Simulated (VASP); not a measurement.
**Au: single point with PBEsol**

Crystal: Au.

```
CELL_PARAMETERS angstrom
1.36491 -2.39631 0.00000
1.36491 2.39631 0.00000
0.00000 0.00000 4.58402
ATOMIC_POSITIONS crystal
Au 0.66475 0.33525 0.25000
Au 0.33525 0.66475 0.75000
```

This cell differs from its parent crystal: volume scaled by 0.88, then relaxed in part.

* Program: VASP 6.6.1
* Task: single point
* Functional: PBEsol
* Potentials or basis: VASP PAW PBE potentials, release 64 (Au)
* Cutoff: 520 eV
* k mesh: 16 × 16 × 10
* Occupations: gaussian, width 0.1 eV
* Spin: no spin polarisation
* Dipole correction: no
* Further INCAR settings: ALGO = Fast; EDIFF = 1e-07; NBANDS = 18

The pressure is 31.3 GPa. The band gap on the k mesh is zero (band 11 reaches 15.88 eV, above the bottom of band 12 at 8.70 eV).

Levels at points of the mesh, in eV from the Fermi level:
| k point | band 7 | band 8 | band 9 | band 10 | band 11 | band 12 | band 13 | band 14 | band 15 | band 16 |
| --- | --- | --- | --- | --- | --- | --- | --- | --- | --- | --- |
| (0.00, 0.00, 0.00) | -4.82 | -4.15 | -4.03 | -2.35 | -2.31 | -1.82 | 3.46 | 14.33 | 15.78 | 16.85 |
| (0.50, 0.00, 0.00) | -4.41 | -1.99 | -1.93 | -1.70 | 0.40 | 1.95 | 6.18 | 7.79 | 8.47 | 10.46 |
| (0.50, 0.50, 0.00) | -4.54 | -1.98 | -1.97 | -1.72 | 0.38 | 1.75 | 6.11 | 7.83 | 8.22 | 10.85 |
| (0.00, 0.00, 0.50) | -5.28 | -5.28 | -2.94 | -2.94 | -2.86 | -2.86 | 11.61 | 11.61 | 14.79 | 14.79 |
| (0.50, 0.00, 0.50) | -2.76 | -2.76 | -1.79 | -1.79 | 0.21 | 0.21 | 4.76 | 4.76 | 13.89 | 13.89 |
| (0.50, 0.50, 0.50) | -2.70 | -2.70 | -1.83 | -1.83 | 0.03 | 0.03 | 4.62 | 4.62 | 13.67 | 13.67 |

It took 110 s on 1 thread of Intel(R) Xeon(R) 6975P-C (Granite Rapids) (shared host), peak memory 0.3 GiB.

Caveat: the PAW data sets were made with another functional, which shifts forces and pressure a little; spin-orbit coupling is left out, which moves the levels of the heavy elements.
